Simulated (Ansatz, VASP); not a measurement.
Given: the input of a run of VASP 6.6.1 on Fe2Pt.

File INCAR:

```
SYSTEM = Fe2Pt
PREC = Accurate
ENCUT = 520
EDIFF = 1E-6
ISMEAR = -1
SIGMA = 0.05
LREAL = .False.
LASPH = .True.
NELM = 150
ALGO = Normal
ISIF = 2
LWAVE = .False.
LCHARG = .False.
ISPIN = 2
MAGMOM = 0 3 3
LORBIT = 11
LMAXMIX = 4
GGA = PE
NBANDS = 24
```

Contents of KPOINTS:

```
Automatic mesh
0
Gamma
  12 12 5
  0 0 0
```

POSCAR

```
Fe2Pt
1.0
    2.6689384383      0.0000000000      0.0000000000
   -1.3344692192      2.3113684887      0.0000000000
    0.0000000000      0.0000000000      6.3999577640
Pt Fe
1 2
Direct
    0.0000000000      0.0000000000      0.0000000000
    0.6666666667      0.3333333333      0.3554600000
    0.3333333333      0.6666666667      0.6445400000
```

Potentials or basis: VASP PAW PBE potentials, release 64 (Pt, Fe).

The run is started by

```bash
$ cat potpaw_PBE.64/Pt/POTCAR potpaw_PBE.64/Fe/POTCAR > POTCAR
$ mpirun -np 1 vasp_std > vasp.out
```

**Question.** Set up the same calculation for Ansatz 0.2.0. Potentials there: Ansatz PAW.

**Answer.** As run (the cutoff follows the program's own potentials):

File input.yaml:

```yaml
crystal:
  lattice:
    - [2.6689384383, 0.0, 0.0]
    - [-1.3344692192, 2.3113684887, 0.0]
    - [0.0, 0.0, 6.399957764]
  atoms:
    - { symbol: Pt, position: [0.0, 0.0, 0.0] }
    - { symbol: Fe, position: [0.6666666667, 0.3333333333, 0.35546], spin: 3.0 }
    - { symbol: Fe, position: [0.3333333333, 0.6666666667, 0.64454], spin: 3.0 }
hamiltonian:
  xc: pbe
  pseudopotentials: { kind: paw }
magnetization:
  spin_polarized: true
kpoints:
  mp_grid: { grid: [12, 12, 5] }
scf:
  occupations: { method: fermi_dirac, width: 0.05 }
output:
  forces: true
  stress: true
  eigenvalues: true
```

Potentials or basis: Ansatz PAW.

Command:

```bash
$ ansatz run input.yaml --threads 2 --pin off --max-ram 5120MiB --backend cpu --events-out ev --progress --plain --runs-dir out
```

Both were run:

|  | VASP | Ansatz | Ansatz less VASP |
| --- | --- | --- | --- |
| gap on the k mesh at the Fermi level (eV) | none | none | - |
| pressure (GPa) | 6.8 | 7.3 | +0.47 |
| traceless stress, the component that is largest in VASP (GPa) | -9.00 | -9.10 | -0.099 |
| rms of the force components (eV/Å) | 0.316 | 0.333 | +0.0173 |
| net moment per atom (μB) | 1.91 | 1.91 | +0.002 |
| size of the moment on the site where the two differ most (μB) | 0.23 | 0.26 | +0.030 |

Site moments also hang on the region over which each program counts them. Atom by atom the forces differ by 0.017 eV/Å (rms over components). A gap of «none» marks a metal or a gap that the smearing closes. VASP's potentials hold 26 valence electrons a cell and Ansatz's 50, so a difference there can come from the potentials and not from the codes.

Spin-orbit coupling is off throughout.
